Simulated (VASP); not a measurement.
Wanted: the native input for a VASP 6.6.1 run.

```yaml
Task: single point
Functional: r2SCAN
Potentials_or_basis: VASP PAW PBE potentials, release 64 (Sn_d)
Cutoff: 520 eV
k_mesh: 10 × 10 × 10
Occupations: gaussian, width 0.15 eV
Spin: no spin polarisation
Dipole_correction: no
Further_INCAR_settings: ALGO = Normal; EDIFF = 1e-06; NBANDS = 21
```

The system is Sn.

```
Sn
1.0
     0.00000    3.28310    3.28310
     3.28310    0.00000    3.28310
     3.28310    3.28310    0.00000
Sn
2
Direct
  0.50000 0.50000 0.50000
  0.75000 0.75000 0.75000
```

This isn't the form of Sn at room conditions, which is tetragonal (white tin).

These files were run (other wordings do the same):

POSCAR

```
Sn
1.0
    0.0000000000      3.2831000385      3.2831000385
    3.2831000385      0.0000000000      3.2831000385
    3.2831000385      3.2831000385      0.0000000000
Sn
2
Direct
    0.5000000000      0.5000000000      0.5000000000
    0.7500000000      0.7500000000      0.7500000000
```

INCAR.step1

```
SYSTEM = Sn
PREC = Accurate
ENCUT = 520
ISMEAR = 0
SIGMA = 0.15
LREAL = .FALSE.
LASPH = .TRUE.
NELM = 60
NBANDS = 21
GGA = PE
ALGO = Normal
EDIFF = 1E-4
LWAVE = .TRUE.
LCHARG = .FALSE.
```

INCAR.step2

```
SYSTEM = Sn
PREC = Accurate
ENCUT = 520
EDIFF = 1E-6
ISMEAR = 0
SIGMA = 0.15
LREAL = .FALSE.
LASPH = .TRUE.
NELM = 60
ALGO = Normal
ISIF = 2
LWAVE = .FALSE.
LCHARG = .FALSE.
METAGGA = R2SCAN
LMIXTAU = .TRUE.
NBANDS = 21
ISTART = 1
```

KPOINTS

```
regular mesh
0
G
  10 10 10
  0 0 0
```

Potentials or basis: VASP PAW PBE potentials, release 64 (Sn_d).

Launch:

```sh
$ cat potpaw_PBE.64/Sn_d/POTCAR > POTCAR
$ cp INCAR.step1 INCAR
$ mpirun -np 1 vasp_std > vasp.out
$ cp INCAR.step2 INCAR
$ mpirun -np 1 vasp_std > vasp.out
```

It gave:

The pressure is 0.0 GPa and the band gap on the k mesh is zero (filled and empty bands touch).

Caveat: the PAW data sets were made with another functional, which shifts forces and pressure a little; spin-orbit coupling is left out, which moves the levels of the heavy elements.

Wall time 3.2 min on 1 thread of AMD EPYC 7R13 Processor (Zen 3), on a shared host, peak memory 0.21 GiB.
